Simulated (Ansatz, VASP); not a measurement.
## Cu in VASP and in Ansatz

The input INCAR:

```
ALGO = Normal
EDIFF = 1E-8
ENCUT = 520
GGA = PS
ISIF = 2
ISMEAR = -1
LASPH = True
LCHARG = False
LEFG = True
LREAL = False
LWAVE = False
NBANDS = 12
NELM = 100
PREC = Accurate
SIGMA = 0.03
```

Contents of KPOINTS:

```
k-points
0
Gamma
  17 17 17
```

File POSCAR:

```
Cu
1.0
    0.0000000000      1.8075000000      1.8436500000
    1.8075000000      0.0000000000      1.8436500000
    1.8075000000      1.8075000000      0.0000000000
Cu
1
Direct
    0.0000000000      0.0000000000      0.0000000000
```

Input for Ansatz:

```yaml
crystal:
  lattice:
    - [0.0, 1.8075, 1.84365]
    - [1.8075, 0.0, 1.84365]
    - [1.8075, 1.8075, 0.0]
  atoms:
    - { symbol: Cu, position: [0.0, 0.0, 0.0] }
kpoints:
  mp_grid: { grid: [17, 17, 17] }
scf:
  occupations: { method: fermi_dirac, width: 0.03 }
hamiltonian:
  xc: pbesol
  pseudopotentials: { kind: paw }
output:
  forces: true
  stress: true
  eigenvalues: true
  efg: { contact_densities: true }
  write_density: true
  write_potential: true
  elf: true
  volumetric_format: npy
```

Change from the starting cell: zz strain of +2 %, PAW files.

Alike in both runs: task electric field gradients; functional PBEsol; k mesh 17 × 17 × 17; occupations fermi-dirac, width 0.03 eV; no spin polarisation.

```csv
,VASP,Ansatz
version,VASP 6.6.1,Ansatz 0.2.0
potentials or method,"VASP PAW PBE potentials, release 64 (Cu)","PAW with Ansatz's default frozen-core files, scalar-relativistic"
plane-wave cutoff (eV),520,420
valence electrons in the cell,11,19
```

|  | VASP | Ansatz | Ansatz less VASP |
| --- | --- | --- | --- |
| pressure (GPa) | -8.5 | -9.2 | -0.68 |
| traceless stress, the component that is largest in VASP (GPa) | -0.87 | -0.88 | -0.009 |
| size of Vzz on the site where it differs most (V/Å²) | 1.2 | 1.0 | -0.27 |

VASP's potentials were made for PBE, not for PBEsol. The functional is the same, so the differences come from potentials, cutoffs and numerics. VASP's potentials hold 11 valence electrons a cell and Ansatz's 19, so a difference there can come from the potentials and not from the codes.
